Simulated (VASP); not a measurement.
# Li (Fm-3m) in VASP: further runs

The runs below take Li through single point, with RPBE.

All numbers are computed with VASP 6.6.1; they aren't measurements. Logs are shortened: lines on timing, memory, paths and dates and some standing lists are left out, and cuts for length are marked.

## 1. The cell of the first run

It takes space group Fm-3m (No. 225, cubic). Conventional cell: a = 4.200 Å, b = 4.200 Å, c = 4.200 Å, α = 90.00°, β = 90.00°, γ = 90.00°. Within 3.9 Å of Li (site symmetry m-3m) lie 12 Li at 2.97 Å.

This isn't the form of Li at room conditions, which is bcc.

## 2. Single point, RPBE (18.52 Å³/atom)

Contents of INCAR:

```
PREC = Accurate ; ENCUT = 520
EDIFF = 1E-7 ; ISMEAR = -1
SIGMA = 0.1 ; LREAL = False
LASPH = True ; NELM = 80
ALGO = Normal ; ISIF = 2
LWAVE = False ; LCHARG = True
GGA = RP ; LELF = True
LVHAR = True ; NBANDS = 8
```

Contents of KPOINTS:

```
regular mesh
0
Gamma
  14 14 14
```

Contents of POSCAR:

```
Li
1.0
    0.0000000000      2.0997633987      2.0997633987
    2.0997633987      0.0000000000      2.0997633987
    2.0997633987      2.0997633987      0.0000000000
Li
1
Direct
    0.0000000000      0.0000000000      0.0000000000
```

Potentials or basis: VASP PAW PBE potentials, release 64 (Li_sv).

Launch:

```sh
$ cat potpaw_PBE.64/Li_sv/POTCAR > POTCAR
$ mpirun -np 1 vasp_std > vasp.out
```

OUTCAR:

```text
PREC = Accurate
   ENCUT = 520
   EDIFF = 1E-7
   ISMEAR = -1
   LREAL = False
   LASPH = True
   NELM = 80
   ISIF = 2
   GGA = RP

 ion  position               nearest neighbor table
   1  0.000  0.000  0.000-

  LATTYP: Found a face centered cubic cell.
 ALAT       =     4.1995267974

  Lattice vectors:

 A1 = (   0.0000000000,   2.0997633987,   2.0997633987)
 A2 = (   2.0997633987,   0.0000000000,   2.0997633987)
 A3 = (   2.0997633987,   2.0997633987,   0.0000000000)

Analysis of symmetry for initial positions (statically):
=====================================================================
 Subroutine PRICEL returns:
 Original cell was already a primitive cell.

 Routine SETGRP: Setting up the symmetry group for a
 face centered cubic supercell.

 Subroutine GETGRP returns: Found 48 space group operations
 (whereof 48 operations were pure point group operations)
 out of a pool of 48 trial point group operations.

The static configuration has the point symmetry O_h .

Analysis of symmetry for dynamics (positions and initial velocities):
=====================================================================
 Subroutine PRICEL returns:
 Original cell was already a primitive cell.

 Routine SETGRP: Setting up the symmetry group for a
 face centered cubic supercell.

 Subroutine GETGRP returns: Found 48 space group operations
 (whereof 48 operations were pure point group operations)
 out of a pool of 48 trial point group operations.

The dynamic configuration has the point symmetry O_h .

 Subroutine INISYM returns: Found 48 space group operations
 (whereof 48 operations are pure point group operations),
 and found     1 'primitive' translations

----------------------------------------------------------------------------------------

                                     Primitive cell

  volume of cell :      18.5157

  direct lattice vectors                    reciprocal lattice vectors
     0.000000000  2.099763399  2.099763399    -0.238122067  0.238122067  0.238122067
     2.099763399  0.000000000  2.099763399     0.238122067 -0.238122067  0.238122067
     2.099763399  2.099763399  0.000000000     0.238122067  0.238122067 -0.238122067

  length of vectors
     2.969513876  2.969513876  2.969513876     0.412439518  0.412439518  0.412439518

  position of ions in fractional coordinates (direct lattice)
     0.000000000  0.000000000  0.000000000

  ion indices of the primitive-cell ions
   primitive index   ion index
                 1           1

----------------------------------------------------------------------------------------

 KPOINTS: regular mesh

Automatic generation of k-mesh.
 Grid dimensions read from file:
 generate k-points for:   14   14   14

 Generating k-lattice:

  Cartesian coordinates                     Fractional coordinates (reciprocal lattice)
    -0.017008719  0.017008719  0.017008719     0.071428571  0.000000000  0.000000000
     0.017008719 -0.017008719  0.017008719     0.000000000  0.071428571  0.000000000
     0.017008719  0.017008719 -0.017008719     0.000000000  0.000000000  0.071428571

  Length of vectors
     0.029459966  0.029459966  0.029459966

  Shift w.r.t. Gamma in fractional coordinates (k-lattice)
     0.000000000  0.000000000  0.000000000

 Subroutine IBZKPT returns following result:
 ===========================================

 Found    104 irreducible k-points:

 Following reciprocal coordinates:
            Coordinates               Weight
  0.000000  0.000000  0.000000      1.000000
  0.071429  0.000000  0.000000      8.000000
  0.142857  0.000000  0.000000      8.000000
  0.214286  0.000000  0.000000      8.000000
  0.285714  0.000000  0.000000      8.000000
  0.357143  0.000000  0.000000      8.000000
[... 16 lines left out ...]
  0.214286  0.142857  0.000000     24.000000
  0.285714  0.142857  0.000000     24.000000
 [... further k-points ...]
   k-points           NKPTS =    104   k-points in BZ     NKDIM =    104   number of bands    NBANDS=      8
   number of dos      NEDOS =    301   number of ions     NIONS =      1
   total plane-waves  NPLWV =  13824
   dimension x,y,z NGX =    24 NGY =   24 NGZ =   24
   dimension x,y,z NGXF=    48 NGYF=   48 NGZF=   48
   ions per type =               1
   NGX,Y,Z   is equivalent  to a cutoff of  13.44, 13.44, 13.44 a.u.
   NGXF,Y,Z  is equivalent  to a cutoff of  26.87, 26.87, 26.87 a.u.
 SYSTEM =  unknown system
   PREC   = accura    normal or accurate (medium, high low for compatibility)
   ISTART =      0    job   : 0-new  1-cont  2-samecut
   ICHARG =      2    charge: 1-file 2-atom 10-const
   ISPIN  =      1    spin polarized calculation?
   LNONCOLLINEAR =      F non collinear calculations
   LSORBIT =      F    spin-orbit coupling
   LASPH  =      T    aspherical Exc in radial PAW
   ENCUT  =  520.0 eV  38.22 Ry    6.18 a.u.   5.52  5.52  5.52*2*pi/ulx,y,z
   NELM   =     80;   NELMIN=  2; NELMDL= -5     # of ELM steps
   EDIFF  = 0.1E-06   stopping-criterion for ELM
   LREAL  =      F    real-space projection
   EDIFFG = 0.1E-05   stopping-criterion for IOM
   NSW    =      0    number of steps for IOM
   IBRION =     -1    ionic relax: 0-MD 1-quasi-New 2-CG
   NFREE  =      0    steps in history (QN), initial steepest desc. (CG)
   ISIF   =      2    stress and relaxation
   ISYM   =      2    0-nonsym 1-usesym 2-fastsym
   POTIM  = 0.5000    time-step for ionic-motion
   TEBEG  =    0.0;   TEEND  =   0.0 temperature during run
   PSTRESS=    0.0 pullay stress
   NELECT =       3.0000    total number of electrons
   NUPDOWN=      -1.0000    fix difference up-down
   EMIN   =  10.00;   EMAX   =-10.00  energy-range for DOS
   EFERMI =   0.00;   METHOD = LEGACY
   ISMEAR =    -1;   SIGMA  =   0.10  broadening in eV -4-tet -1-fermi 0-gaus
   EFERMI_NEDOS =   21; number of points for ismear=-14 and -15
   IALGO  =     38    algorithm
   IMIX   =      4    mixing-type and parameters
     AMIX     =   0.40;   BMIX     =  1.00
     AMIX_MAG =   1.60;   BMIX_MAG =  1.00
  volume/ion in A,a.u.               =      18.52       124.95
  Fermi-wavevector in a.u.,A,eV,Ry     =   0.892486  1.686555 10.837473  0.796532
  Thomas-Fermi vector in A             =   2.014442
   LORBIT       =      0    0 simple, 1 ext, 2 COOP (PROOUT), +10 PAW based schemes
   GGA     = RP    functional components
   LHFCALC =     F    Hartree Fock is set to
   AEXX    =    0.0000 exact exchange contribution
   IVDW    =     0    specifies the selected vdW correction
   LEPSILON=     F    determine dielectric tensor
   LRPA    =     F    only Hartree local field effects (RPA)
 non-spin polarized calculation
  energy-cutoff  :      520.00
  volume of cell :       18.52
 maximum number of plane-waves:       531
 NGX is ok and might be reduce to    24
   NGX = 11   NGY = 11   NGZ = 11

 number of electron       3.0000002 magnetization

 Free energy of the ion-electron system (eV)
  ---------------------------------------------------
  ext. energy  EPLUGINS =         0.00000000
  ---------------------------------------------------
  free energy    TOTEN  =        -1.80737673 eV

  energy without entropy =       -1.79367003  energy(sigma->0) =       -1.80052338

 E-fermi :   0.9357     XC(G=0):  -7.2280

 val. band max:        0.9038539737   @ k =   0.5000   0.0000   0.0000
 cond. band min:       0.9540041249   @ k =   0.5000   0.0714   0.0000
 fundamental gap:      0.0501501512
 Fermi energy:         0.9357334607

 k-point     1 :       0.0000    0.0000    0.0000
  band No.  band energies     occupation
      1     -45.6165      2.00000
      2      -2.7310      2.00000
      3      16.5125      0.00000
      4      16.5127      0.00000
      5      16.5127      0.00000
      6      20.2588      0.00000
      7      20.2588      0.00000
      8      20.2588      0.00000

 k-point     2 :       0.0714    0.0000    0.0000
  band No.  band energies     occupation
      1     -45.6153      2.00000
      2      -2.6367      2.00000
      3      15.3534      0.00000
      4      16.2670      0.00000
      5      16.2671      0.00000
      6      19.5364      0.00000
      7      20.6817      0.00000
      8      20.6817      0.00000

 k-point     3 :       0.1429    0.0000    0.0000
  band No.  band energies     occupation
      1     -45.6117      2.00000
      2      -2.3535      2.00000
      3      13.0419      0.00000
      4      15.7700      0.00000
      5      15.7701      0.00000
      6      19.5942      0.00000
      7      21.5051      0.00000
      8      21.5051      0.00000

 k-point     4 :       0.2143    0.0000    0.0000
  band No.  band energies     occupation
      1     -45.6066      2.00000
      2      -1.8826      2.00000
      3      10.6413      0.00000
      4      15.2971      0.00000
      5      15.2972      0.00000
      6      19.9097      0.00000
      7      21.3164      0.00000
      8      21.3164      0.00000

 k-point     5 :       0.2857    0.0000    0.0000
  band No.  band energies     occupation
      1     -45.6011      2.00000
      2      -1.2303      2.00000
      3       8.4135      0.00000
      4      14.9490      0.00000
      5      14.9491      0.00000
      6      19.9170      0.00000
      7      20.2630      0.00000
      8      20.2631      0.00000

 k-point     6 :       0.3571    0.0000    0.0000
  band No.  band energies     occupation
      1     -45.5960      2.00000
      2      -0.4220      2.00000
      3       6.4555      0.00000
      4      14.7410      0.00000
      5      14.7411      0.00000
      6      19.3203      0.00000
      7      19.3204      0.00000
      8      19.5446      0.00000

 k-point     7 :       0.4286    0.0000    0.0000
  band No.  band energies     occupation
      1     -45.5925      2.00000
      2       0.4347      1.98676
      3       4.9008      0.00000
      4      14.6466      0.00000
      5      14.6467      0.00000
      6      18.6990      0.00000
      7      18.6991      0.00000
      8      19.2164      0.00000

 k-point     8 :       0.5000    0.0000    0.0000
  band No.  band energies     occupation
      1     -45.5913      2.00000
      2       0.9039      1.15806
      3       4.1970      0.00000
      4      14.6227      0.00000
      5      14.6228      0.00000
      6      18.4816      0.00000
      7      18.4816      0.00000
      8      19.0968      0.00000

 k-point     9 :       0.0714    0.0714    0.0000
  band No.  band energies     occupation
      1     -45.6148      2.00000
      2      -2.6049      2.00000
      3      15.5726      0.00000
      4      15.5727      0.00000
      5      16.5171      0.00000
      6      18.3856      0.00000
      7      21.4572      0.00000
      8      21.4572      0.00000

 k-point    10 :       0.1429    0.0714    0.0000
  band No.  band energies     occupation
      1     -45.6120      2.00000
      2      -2.3842      2.00000
      3      13.8286      0.00000
      4      14.8661      0.00000
      5      16.4460      0.00000
      6      18.2355      0.00000
      7      21.4211      0.00000
      8      22.1241      0.00000
[... 78 lines left out ...]
 k-point    18 :      -0.2857    0.0714    0.0000
  band No.  band energies     occupation
      1     -45.5986      2.00000
      2      -0.8858      2.00000
      3       7.7630      0.00000
      4      13.5014      0.00000
      5      15.4685      0.00000
      6      18.7815      0.00000
      7      19.5191      0.00000
      8      21.6028      0.00000

 k-point    19 :      -0.2143    0.0714    0.0000
  band No.  band energies     occupation
      1     -45.6039      2.00000
      2      -1.5981      2.00000
      3       9.8962      0.00000
      4      13.7181      0.00000
      5      15.9943      0.00000
      6      19.6168      0.00000
      7      20.3670      0.00000
      8      21.0519      0.00000

 k-point    20 :      -0.1429    0.0714    0.0000
  band No.  band energies     occupation
      1     -45.6092      2.00000
      2      -2.1325      2.00000
      3      12.2159      0.00000
      4      14.1430      0.00000
      5      16.4424      0.00000
      6      19.6080      0.00000
      7      21.0512      0.00000
      8      21.6555      0.00000

 k-point    21 :      -0.0714    0.0714    0.0000
  band No.  band energies     occupation
      1     -45.6132      2.00000
      2      -2.4791      2.00000
      3      14.4281      0.00000
      4      14.8551      0.00000
      5      16.6178      0.00000
      6      19.3044      0.00000
      7      20.6060      0.00000
      8      22.1970      0.00000

 k-point    22 :       0.1429    0.1429    0.0000
  band No.  band energies     occupation
      1     -45.6102      2.00000
      2      -2.2251      2.00000
      3      14.0314      0.00000
      4      14.0314      0.00000
      5      16.4872      0.00000
      6      16.4900      0.00000
      7      19.4359      0.00000
      8      23.7120      0.00000

 k-point    23 :       0.2143    0.1429    0.0000
  band No.  band energies     occupation
      1     -45.6064      2.00000
      2      -1.8756      2.00000
      3      12.3152      0.00000
      4      13.3722      0.00000
      5      16.1431      0.00000
      6      16.5818      0.00000
      7      18.1762      0.00000
      8      24.5710      0.00000

 k-point    24 :       0.2857    0.1429    0.0000
  band No.  band energies     occupation
      1     -45.6015      2.00000
      2      -1.3370      2.00000
      3      10.0630      0.00000
      4      12.9267      0.00000
      5      15.3535      0.00000
      6      16.4009      0.00000
      7      18.7673      0.00000
      8      24.0877      0.00000

 [... further k-points ...]

------------------------ aborting loop because EDIFF is reached ----------------------------------------

  FORCE on cell =-STRESS in cart. coord.  units (eV):
  Direction    XX          YY          ZZ          XY          YZ          ZX
  --------------------------------------------------------------------------------------
  -------------------------------------------------------------------------------------
  Total        0.2280046      0.2280046      0.2280046     -0.0000000     -0.0000000      0.0000000
  in kB       19.7293671     19.7293671     19.7293671     -0.0000000     -0.0000000      0.0000000
  external PRESSURE =      19.7293671 kB  Pullay stress =       0.0000000 kB

 VOLUME and BASIS-vectors are now :
 -----------------------------------------------------------------------------
  energy-cutoff  :      520.00
  volume of cell :       18.52
      direct lattice vectors                 reciprocal lattice vectors
     0.000000000  2.099763399  2.099763399    -0.238122067  0.238122067  0.238122067
     2.099763399  0.000000000  2.099763399     0.238122067 -0.238122067  0.238122067
     2.099763399  2.099763399  0.000000000     0.238122067  0.238122067 -0.238122067

 POSITION                                       TOTAL-FORCE (eV/Angst)
 -----------------------------------------------------------------------------------
      0.00000      0.00000      0.00000         0.000000     -0.000000      0.000000
 -----------------------------------------------------------------------------------
    total drift:                               -0.000000      0.000000     -0.000000

  FREE ENERGIE OF THE ION-ELECTRON SYSTEM (eV)
  ---------------------------------------------------
  free  energy   TOTEN  =        -1.8073767262 eV

  energy  without entropy=       -1.7936700307  energy(sigma->0) =       -1.80052338
```

Run time: 8.6 s. Hardware: 1 thread of Intel Xeon Platinum 8488C (Sapphire Rapids), shared host; peak memory 0.13 GiB.

Results:

```
Free energy            : -1.8074 eV
Band gap on the k mesh : zero (an odd number of electrons rules out a gap without spin polarisation)
```

Caveat: the cutoff is under 1.25 times the usual one of these potentials, so pressure, stress and relaxed cells hold a basis-set (Pulay) error; the PAW data sets were made with another functional, which shifts forces and pressure a little.

[end of part 1 of 2]

The gap in the log of VASP goes by the Fermi energy; the results here count the filled bands.